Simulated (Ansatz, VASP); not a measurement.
## KBr in VASP and in Ansatz

The input INCAR:

```
  ALGO = Normal
  EDIFF = 1E-6
  ENCUT = 520
  GGA = PE
  ISIF = 2
  ISMEAR = 0
  LASPH = True
  LCHARG = True
  LELF = True
  LREAL = False
  LVHAR = True
  LWAVE = False
  NBANDS = 15
  NELM = 60
  PREC = Accurate
  SIGMA = 0.02
```

File KPOINTS:

```
k-points
0
Gamma
  6 6 6
```

The input POSCAR:

```
KBr
1.0
    0.0000000000      3.1908605250      3.1908605250
    3.1908605250      0.0000000000      3.1908605250
    3.1908605250      3.1908605250      0.0000000000
K Br
1 1
Direct
    0.0000000000      0.0000000000      0.0000000000
    0.5000000000      0.5000000000      0.5000000000
```

Input for Ansatz:

```yaml
crystal:
  lattice:
    - [0.0, 3.190860525, 3.190860525]
    - [3.190860525, 0.0, 3.190860525]
    - [3.190860525, 3.190860525, 0.0]
  atoms:
    - { symbol: K, position: [0.0, 0.0, 0.0] }
    - { symbol: Br, position: [0.5, 0.5, 0.5] }
basis:
  ecutwfc: 420
kpoints:
  mp_grid: { grid: [6, 6, 6] }
hamiltonian:
  xc: pbe
scf:
  occupations: { method: gaussian, width: 0.02 }
output:
  forces: true
  stress: true
  eigenvalues: true
  populations: true
```

Alike in both runs: task single point; functional PBE; k mesh 6 × 6 × 6; occupations gaussian, width 0.02 eV; no spin polarisation.

|  | VASP | Ansatz |
| --- | --- | --- |
| version | VASP 6.6.1 | Ansatz 0.2.0 |
| potentials or method | VASP PAW PBE potentials, release 64 (K_sv, Br), cutoff 520 eV | scalar-relativistic, plane waves, PAW |
| valence electrons in the cell | 16 | 16 |

```tsv
	VASP	Ansatz	Ansatz less VASP
gap on the k mesh at the Fermi level (eV)	4.72	4.72	+0.002
least direct gap on the mesh (eV)	4.72	4.72	+0.002
pressure (GPa)	2.9	2.9	-0.07
```

The functional is the same, so the differences come from potentials, cutoffs and numerics.
